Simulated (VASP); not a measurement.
# HC12 in VASP: a series of runs, part 2 of 2

VASP 6.6.1. The steps go on from the part before.

## 3. Single point, PBEsol, collinear spin

Contents of INCAR:

```
ALGO = Normal ; DIPOL = 0.5 0.5 0.327
EDIFF = 1E-7 ; ENCUT = 520
GGA = PS ; IDIPOL = 3
ISIF = 2 ; ISMEAR = 0
ISPIN = 2 ; LASPH = True
LCHARG = True ; LDIPOL = True
LELF = True ; LORBIT = 11
LREAL = False ; LVACPOTAV = True
LVHAR = True ; LWAVE = False
MAGMOM = 0 0 0 0 0 0 0 0 0 0 0 0 1 ; NBANDS = 40
NELM = 150 ; PREC = Accurate
SIGMA = 0.05
```

Contents of KPOINTS:

```
k-points
0
Gamma
  6 7 1
```

Contents of POSCAR:

```
HC12
1.0
    4.9173188109      0.0000000000      0.0000000000
    0.6146780514      3.8391258797      0.0000000000
    0.0000000000      0.0000000000     20.2108743161
C H
12 1
Direct
    0.3590054871      0.1281660241      0.1979132588
    0.8590054871      0.1281660241      0.1979132588
    0.1025532572      0.1794433159      0.2316595767
    0.6025532572      0.1794433159      0.2316595767
    0.0897848593      0.2819706941      0.2991343083
    0.5897848593      0.2819706941      0.2991343083
    0.3334002075      0.3331078549      0.3318096857
    0.8334002075      0.3331078549      0.3318096857
    0.3193211503      0.4460785665      0.4022878746
    0.8193211503      0.4460785665      0.4022878746
    0.0634071465      0.4935789343      0.4309993808
    0.5634071465      0.4935789343      0.4309993808
    0.4384071465      1.2435789343      0.4696918834
```

Potentials or basis: VASP PAW PBE potentials, release 64 (C, H).

Run with:

```console
$ cat potpaw_PBE.64/C/POTCAR potpaw_PBE.64/H/POTCAR > POTCAR
$ mpirun -np 1 vasp_std > vasp.out
```

OUTCAR:

```text
EDIFF = 1E-7
   ENCUT = 520
   GGA = PS
   ISIF = 2
   ISMEAR = 0
   ISPIN = 2
   LASPH = True
   LORBIT = 11
   LREAL = False
   NELM = 150
   PREC = Accurate

 ion  position               nearest neighbor table
   1  0.359  0.128  0.198-   4 1.42   3 1.42
   2  0.859  0.128  0.198-   3 1.42   4 1.42
   3  0.103  0.179  0.232-   2 1.42   5 1.42   1 1.42
   4  0.603  0.179  0.232-   1 1.42   6 1.42   2 1.42
   5  0.090  0.282  0.299-   8 1.41   7 1.41   3 1.42
   6  0.590  0.282  0.299-   7 1.41   8 1.41   4 1.42
   7  0.333  0.333  0.332-   6 1.41   5 1.41   9 1.49
   8  0.833  0.333  0.332-   5 1.41   6 1.41  10 1.49
   9  0.319  0.446  0.402-  11 1.37  12 1.37   7 1.49
  10  0.819  0.446  0.402-  12 1.37  11 1.37   8 1.49
  11  0.063  0.494  0.431-   9 1.37  10 1.37
  12  0.563  0.494  0.431-  10 1.37   9 1.37  13 1.46
  13  0.438  0.244  0.470-  12 1.46

  LATTYP: Found a simple monoclinic cell.
 ALAT       =     3.8880221999
 B/A-ratio  =     5.1982404618
 C/A-ratio  =     1.2647352711
 COS(beta)  =    -0.1580953039

  Lattice vectors:

 A1 = (   0.6146780514,   3.8391258797,   0.0000000000)
 A2 = (   0.0000000000,   0.0000000000, -20.2108743161)
 A3 = (  -4.9173188109,   0.0000000000,   0.0000000000)

Analysis of symmetry for initial positions (statically):
=====================================================================
 Subroutine PRICEL returns:
 Original cell was already a primitive cell.

 Routine SETGRP: Setting up the symmetry group for a
 simple monoclinic supercell.

 Subroutine GETGRP returns: Found  1 space group operations
 (whereof  1 operations were pure point group operations)
 out of a pool of  4 trial point group operations.

The static configuration has the point symmetry C_1 .

Analysis of symmetry for dynamics (positions and initial velocities):
=====================================================================
 Subroutine PRICEL returns:
 Original cell was already a primitive cell.

 Routine SETGRP: Setting up the symmetry group for a
 simple monoclinic supercell.

 Subroutine GETGRP returns: Found  1 space group operations
 (whereof  1 operations were pure point group operations)
 out of a pool of  4 trial point group operations.

The dynamic configuration has the point symmetry C_1 .

Analysis of structural, dynamic, and magnetic symmetry:
=====================================================================
 Subroutine PRICEL returns:
 Original cell was already a primitive cell.

 Routine SETGRP: Setting up the symmetry group for a
 simple monoclinic supercell.

 Subroutine GETGRP returns: Found  1 space group operations
 (whereof  1 operations were pure point group operations)
 out of a pool of  4 trial point group operations.

The overall configuration has the point symmetry C_1 .

 Subroutine INISYM returns: Found  1 space group operations
 (whereof  1 operations are pure point group operations),
 and found     1 'primitive' translations

[... 138 lines left out ...]
   GGA     = PS    functional components
   LHFCALC =     F    Hartree Fock is set to
   AEXX    =    0.0000 exact exchange contribution
   IVDW    =     0    specifies the selected vdW correction
   LEPSILON=     F    determine dielectric tensor
   LRPA    =     F    only Hartree local field effects (RPA)
 spin polarized calculation
 Gauss-broadening in eV      SIGMA  =   0.05
  energy-cutoff  :      520.00
  volume of cell :      381.55
 maximum number of plane-waves:     10303
 NGX is ok and might be reduce to    40
   NGX = 19   NGY = 15   NGZ = 75

 number of electron      48.9999996 magnetization       0.0448418

 dipolmoment           0.000000      0.000000     -0.001482 electrons x Angstroem

 number of electron      48.9999996 magnetization      -0.9999954

 dipolmoment           0.000000      0.000000      0.017975 electrons x Angstroem

 Free energy of the ion-electron system (eV)
  ---------------------------------------------------
  ext. energy  EPLUGINS =         0.00000000
  ---------------------------------------------------
  free energy    TOTEN  =      -105.95852820 eV

  energy without entropy =     -105.95852719  energy(sigma->0) =     -105.95852770

 E-fermi :  -2.4960     XC(G=0):  -3.8139

 val. band max:       -2.6279553323   @ k =   0.0000   0.0000   0.0000
 cond. band min:      -2.3609305286   @ k =   0.0000   0.4286   0.0000
 fundamental gap:      0.2670248038
 Fermi energy:        -2.4959677582

 spin component 1

 k-point     1 :       0.0000    0.0000    0.0000
  band No.  band energies     occupation
      1     -21.4995      1.00000
      2     -19.9565      1.00000
      3     -17.5290      1.00000
      4     -17.2737      1.00000
      5     -17.2001      1.00000
      6     -15.8875      1.00000
[... 847 lines left out ...]
     35       5.4224      0.00000
     36       5.7447      0.00000
 Fermi energy:        -2.4959677582

 spin component 2

 k-point     1 :       0.0000    0.0000    0.0000
  band No.  band energies     occupation
      1     -21.5194      1.00000
      2     -19.9935      1.00000
      3     -17.6926      1.00000
      4     -17.3387      1.00000
      5     -17.1787      1.00000
      6     -15.8145      1.00000
[... 847 lines left out ...]
     35       5.4313      0.00000
     36       5.6452      0.00000
 [bands above 36 left out]

------------------------ aborting loop because EDIFF is reached ----------------------------------------

  FORCE on cell =-STRESS in cart. coord.  units (eV):
  Direction    XX          YY          ZZ          XY          YZ          ZX
  --------------------------------------------------------------------------------------
  -------------------------------------------------------------------------------------
  Total        2.6273835     -2.8446235      1.3791873     -2.7019334      0.5142586      2.9311211
  in kB       11.0328633    -11.9450936      5.7914593    -11.3459120      2.1594658     12.3083127
  external PRESSURE =       1.6264097 kB  Pullay stress =       0.0000000 kB

 VOLUME and BASIS-vectors are now :
 -----------------------------------------------------------------------------
  energy-cutoff  :      520.00
  volume of cell :      381.55
      direct lattice vectors                 reciprocal lattice vectors
     4.917318811  0.000000000  0.000000000     0.203362857 -0.032560194  0.000000000
     0.614678051  3.839125880  0.000000000     0.000000000  0.260475960  0.000000000
     0.000000000  0.000000000 20.210874316     0.000000000  0.000000000  0.049478315

 POSITION                                       TOTAL-FORCE (eV/Angst)
 -----------------------------------------------------------------------------------
      1.84413      0.49205      4.00000        -0.033939      0.679104      2.444482
      4.30278      0.49205      4.00000         0.025679      0.679734      2.408515
      0.61459      0.68891      4.68204        -0.029642     -1.034485     -3.547982
      3.07325      0.68891      4.68204         0.006363     -1.072302     -3.529189
      0.61482      1.08252      6.04577         0.065855      0.238617      0.818771
      3.07348      1.08252      6.04577        -0.001885      0.261750      1.079101
      1.84419      1.27884      6.70616        -0.682296      0.534819      0.352025
      4.30285      1.27884      6.70616         0.266752      0.539456      0.688525
      1.84440      1.71255      8.13059        -0.233002      0.077600     -3.652238
      4.30306      1.71255      8.13059         0.758140     -0.490055     -1.434329
      0.61519      1.89491      8.71087        -0.826173     -0.225816      0.037405
      3.07384      1.89491      8.71087        -2.437619     -2.335840      4.324901
      2.30551      0.93513      9.49288         3.121767      2.147417      0.010014
 -----------------------------------------------------------------------------------
    total drift:                                0.000037     -0.000256      0.000342

  FREE ENERGIE OF THE ION-ELECTRON SYSTEM (eV)
  ---------------------------------------------------
  free  energy   TOTEN  =      -105.9585282038 eV

  energy  without entropy=     -105.9585271929  energy(sigma->0) =     -105.95852770

 vacuum level on the upper side and lower side of the slab         2.864         2.692

 total charge

# of ion       s       p       d       tot
------------------------------------------
    1        0.862   1.571   0.000   2.433
    2        0.862   1.572   0.000   2.434
    3        0.861   1.768   0.000   2.629
    4        0.861   1.768   0.000   2.628
    5        0.866   1.793   0.000   2.659
    6        0.866   1.790   0.000   2.656
    7        0.861   1.759   0.000   2.619
    8        0.860   1.753   0.000   2.613
    9        0.879   1.780   0.000   2.660
   10        0.865   1.787   0.000   2.652
   11        0.887   1.643   0.000   2.530
   12        0.856   1.706   0.000   2.562
   13        0.410   0.019   0.000   0.429
--------------------------------------------------
tot         10.796  20.707   0.000  31.503

 magnetization (x)

# of ion       s       p       d       tot
------------------------------------------
    1       -0.098  -0.532   0.000  -0.629
    2       -0.097  -0.532   0.000  -0.630
    3       -0.001   0.025   0.000   0.024
    4       -0.001   0.028   0.000   0.027
    5       -0.011  -0.087   0.000  -0.098
    6       -0.009  -0.077   0.000  -0.087
    7        0.009   0.076   0.000   0.085
    8        0.009   0.080   0.000   0.089
    9       -0.002  -0.033   0.000  -0.034
   10       -0.001  -0.038   0.000  -0.040
   11        0.066   0.484   0.000   0.550
   12        0.025   0.150   0.000   0.175
   13       -0.009   0.001   0.000  -0.008
--------------------------------------------------
tot         -0.121  -0.455   0.000  -0.576
```

It took 55 min on 1 thread of Oxide Virtual Turin-like, shared host; peak memory 0.79 GiB.

Results:

* Free energy: -105.9585 eV
* Largest force: 5.487 eV/Å
* Band gap on the k mesh: 0.27 eV (least direct gap 0.54 eV)
* Net moment: -1.00 μB per cell
* Site moments: C -0.63, +0.02, +0.03, -0.10, -0.09, +0.09, -0.03, -0.04, +0.55, +0.17 (each value once); H -0.01 μB
* Valence electrons inside the program's atomic spheres: C 2.43, 2.63, 2.66, 2.62, 2.61, 2.65, 2.53, 2.56 (each value once); H 0.43

Forces in eV/Å, atoms in the order of the input:
```
C   -0.034  0.679  2.444
C    0.026  0.680  2.409
C   -0.030 -1.034 -3.548
C    0.006 -1.072 -3.529
C    0.066  0.239  0.819
C   -0.002  0.262  1.079
C   -0.682  0.535  0.352
C    0.267  0.539  0.689
C   -0.233  0.078 -3.652
C    0.758 -0.490 -1.434
C   -0.826 -0.226  0.037
C   -2.438 -2.336  4.325
H    3.122  2.147  0.010
```

Levels at points of the mesh, in eV from the valence-band top:
Spin up:
```csv
k point,band 22,band 23,band 24,band 25,band 26,band 27
"(0.00, 0.00, 0.00)",-1.84,-1.33,-0.19,0.54,0.59,1.45
"(0.50, 0.00, 0.00)",-1.68,-1.51,-1.07,0.61,0.62,2.63
```
Spin down:
```csv
k point,band 22,band 23,band 24,band 25,band 26,band 27,band 28,band 29
"(0.00, 0.00, 0.00)",-2.00,-1.83,-1.13,0.00,0.59,0.80,2.03,2.73
"(0.50, 0.00, 0.00)",-2.00,-1.99,-1.84,-0.78,0.72,2.48,2.81,4.04
```

Caveat: the PAW data sets were made with another functional, which shifts forces and pressure a little.

## 4. Single point, PBEsol, collinear spin

Contents of INCAR:

```
ALGO = Normal
DIPOL = 0.5 0.5 0.327
EDIFF = 1E-7
ENCUT = 520
GGA = PS
IDIPOL = 3
ISIF = 2
ISMEAR = 0
ISPIN = 2
LASPH = True
LCHARG = False
LDIPOL = True
LORBIT = 11
LREAL = False
LWAVE = False
MAGMOM = 0 0 0 0 0 0 0 0 0 0 0 0 1
NBANDS = 40
NELM = 150
PREC = Accurate
SIGMA = 0.05
```

KPOINTS is that of step 3.

Changes to POSCAR since step 3:

```diff
@@ -20,2 +20,2 @@
     0.5634071465      0.4935789343      0.4309993808
-    0.4384071465      1.2435789343      0.4696918834
+    0.1884071465      0.9935789343      0.4613767213
```

Potentials or basis: VASP PAW PBE potentials, release 64 (C, H).

Run with:

```console
$ cat potpaw_PBE.64/C/POTCAR potpaw_PBE.64/H/POTCAR > POTCAR
$ mpirun -np 1 vasp_std > vasp.out
```

OUTCAR:

```text
EDIFF = 1E-7
   ENCUT = 520
   GGA = PS
   ISIF = 2
   ISMEAR = 0
   ISPIN = 2
   LASPH = True
   LORBIT = 11
   LREAL = False
   NELM = 150
   PREC = Accurate

 ion  position               nearest neighbor table
   1  0.359  0.128  0.198-   4 1.42   3 1.42
   2  0.859  0.128  0.198-   3 1.42   4 1.42
   3  0.103  0.179  0.232-   2 1.42   5 1.42   1 1.42
   4  0.603  0.179  0.232-   1 1.42   6 1.42   2 1.42
   5  0.090  0.282  0.299-   8 1.41   7 1.41   3 1.42
   6  0.590  0.282  0.299-   7 1.41   8 1.41   4 1.42
   7  0.333  0.333  0.332-   6 1.41   5 1.41   9 1.49
   8  0.833  0.333  0.332-   5 1.41   6 1.41  10 1.49
   9  0.319  0.446  0.402-  11 1.37  12 1.37   7 1.49
  10  0.819  0.446  0.402-  12 1.37  11 1.37   8 1.49
  11  0.063  0.494  0.431-   9 1.37  10 1.37
  12  0.563  0.494  0.431-  10 1.37   9 1.37
  13  0.188  0.994  0.461-

  LATTYP: Found a simple monoclinic cell.
[... 1974 lines left out ...]
 -----------------------------------------------------------------------------------
      1.84413      0.49205      4.00000        -0.033413      0.688080      2.333042
      4.30278      0.49205      4.00000        -0.081055      0.394182      1.832202
      0.61459      0.68891      4.68204        -0.143603     -0.866238     -3.261655
      3.07325      0.68891      4.68204         0.262220     -0.930656     -3.380324
      0.61482      1.08252      6.04577         0.141323      0.300930      1.018006
      3.07348      1.08252      6.04577        -0.126767      0.293255      1.011438
      1.84419      1.27884      6.70616         0.298001      0.101910      0.909685
      4.30285      1.27884      6.70616        -0.165196      0.209793      0.671059
      1.84440      1.71255      8.13059         0.417445     -0.697944     -2.228009
      4.30306      1.71255      8.13059        -0.711738     -0.049618     -1.145793
      0.61519      1.89491      8.71087         1.038301      0.344437      2.304412
      3.07384      1.89491      8.71087         0.140435      0.277661     -0.073839
      1.53719      3.81447      9.32483        -1.035954     -0.065793      0.009778
 -----------------------------------------------------------------------------------
    total drift:                                0.000008     -0.000273      0.000336

  FREE ENERGIE OF THE ION-ELECTRON SYSTEM (eV)
  ---------------------------------------------------
  free  energy   TOTEN  =      -104.7709345175 eV

  energy  without entropy=     -104.7666400791  energy(sigma->0) =     -104.76878730

 vacuum level on the upper side and lower side of the slab         3.061         2.740

 total charge

# of ion       s       p       d       tot
------------------------------------------
    1        0.882   1.543   0.000   2.425
    2        0.883   1.549   0.000   2.432
    3        0.861   1.773   0.000   2.634
    4        0.862   1.771   0.000   2.633
    5        0.867   1.787   0.000   2.654
    6        0.867   1.788   0.000   2.655
    7        0.860   1.758   0.000   2.618
    8        0.860   1.752   0.000   2.612
    9        0.875   1.777   0.000   2.652
   10        0.867   1.786   0.000   2.653
   11        0.873   1.636   0.000   2.508
   12        0.882   1.638   0.000   2.519
   13        0.345   0.004   0.000   0.349
--------------------------------------------------
tot         10.784  20.561   0.000  31.345

 magnetization (x)

# of ion       s       p       d       tot
------------------------------------------
    1       -0.076  -0.428   0.000  -0.504
    2        0.059   0.258   0.000   0.317
    3        0.003   0.019   0.000   0.022
    4        0.002   0.019   0.000   0.021
    5       -0.000  -0.026   0.000  -0.027
    6       -0.002  -0.028   0.000  -0.030
    7        0.009   0.074   0.000   0.083
    8        0.010   0.054   0.000   0.064
    9       -0.003  -0.027   0.000  -0.031
   10        0.001  -0.033   0.000  -0.032
   11        0.044   0.258   0.000   0.302
   12        0.072   0.464   0.000   0.535
   13       -0.107   0.000   0.000  -0.106
--------------------------------------------------
tot          0.011   0.604   0.000   0.615
```

OSZICAR:

```text
N       E                     dE             d eps       ncg     rms          rms(c)
DAV:   1     0.355465492337E+03    0.35547E+03   -0.19158E+04  3528   0.961E+02
DAV:   2    -0.562593235908E+02   -0.41172E+03   -0.38418E+03  5024   0.233E+02
DAV:   3    -0.109407574143E+03   -0.53148E+02   -0.51971E+02  4520   0.860E+01
[... 34 lines left out ...]
DAV:  38    -0.104770930503E+03   -0.32918E-05   -0.40778E-07  3264   0.198E-03    0.533E-04
DAV:  39    -0.104770932498E+03   -0.19948E-05   -0.10027E-07  3624   0.105E-03    0.462E-04
DAV:  40    -0.104770933797E+03   -0.12985E-05   -0.46720E-08  3296   0.709E-04    0.298E-04
DAV:  41    -0.104770934420E+03   -0.62351E-06   -0.80613E-08  3504   0.993E-04    0.122E-04
DAV:  42    -0.104770934517E+03   -0.97426E-07   -0.24923E-08  3272   0.626E-04
   1 F= -.10477093E+03 E0= -.10476879E+03  d E =-.429444E-02  mag=     1.0000
```

Wall time 45 min (1 thread of Oxide Virtual Turin-like, shared host); peak memory 0.79 GiB.

Results:

```yaml
Free_energy: -104.7709 eV
Largest_force: 3.516 eV/Å
Band_gap_on_the_k_mesh: zero (filled and empty bands overlap)
Net_moment: 1.00 μB per cell
Site_moments: C -0.50, +0.32, +0.02, -0.03, +0.08, +0.06, +0.30, +0.54 (each value once); H -0.11 μB
Valence_electrons_inside_the_program's_atomic_spheres: C 2.42, 2.43, 2.63, 2.65, 2.62, 2.61, 2.51, 2.52 (each value once); H 0.35
```

Forces in eV/Å, atoms in the order of the input:
```
C   -0.033  0.688  2.333
C   -0.081  0.394  1.832
C   -0.144 -0.866 -3.262
C    0.262 -0.931 -3.380
C    0.141  0.301  1.018
C   -0.127  0.293  1.011
C    0.298  0.102  0.910
C   -0.165  0.210  0.671
C    0.417 -0.698 -2.228
C   -0.712 -0.050 -1.146
C    1.038  0.344  2.304
C    0.140  0.278 -0.074
H   -1.036 -0.066  0.010
```

Caveat: the PAW data sets were made with another functional, which shifts forces and pressure a little.

## 5. The runs side by side

| cell | gap on the mesh (eV) | moment (μB) | largest force (eV/Å) |
| --- | --- | --- | --- |
| as given, atomic positions A | none | 0.38 | 4.78 |
| as given, atomic positions B | 0.27 | 1.00 | 5.49 |
| as given, atomic positions C | none | 1.00 | 3.52 |

Alike in all rows: task single point; level PBEsol; potentials or basis VASP PAW PBE potentials, release 64 (C, H); spin collinear; k mesh 6 × 7 × 1; cutoff (eV) 520; smearing gaussian 0.05 eV.

Caveats: the PAW data sets were made with another functional, which shifts forces and pressure a little.

Total energies depend on the potentials used, so only differences within one code and one set of settings carry meaning.
